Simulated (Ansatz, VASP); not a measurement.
Two plane-wave programs on CaBr

```
Ca Br
1.0
     3.91702    0.00000    0.00000
    -1.95851    3.39224    0.00000
     0.00000    0.00000    4.34103
Ca Br
1 1
Direct
  0.00000 0.00000 0.00000
  0.33333 0.66667 0.50000
```

Alike in both runs: task single point; functional PBE; k mesh 10 × 10 × 8; occupations fermi-dirac, width 0.05 eV; no spin polarisation.

|  | VASP | Ansatz |
| --- | --- | --- |
| version | VASP 6.6.1 | Ansatz 0.2.0 |
| potentials or method | VASP PAW PBE potentials, release 64 (Ca_sv, Br) | plane waves, PAW |
| plane-wave cutoff (eV) | 520 | 420 |
| valence electrons in the cell | 17 | 17 |

VASP gave:

| Item | Value |
| --- | --- |
| pressure (GPa) | 0.4 |
| traceless stress, the component that is largest in VASP (GPa) | 0.43 |

Problem. What did Ansatz give for the same quantities?

Solution. Pressure (GPa): 0.3; traceless stress, the component that is largest in VASP (GPa): 0.41.
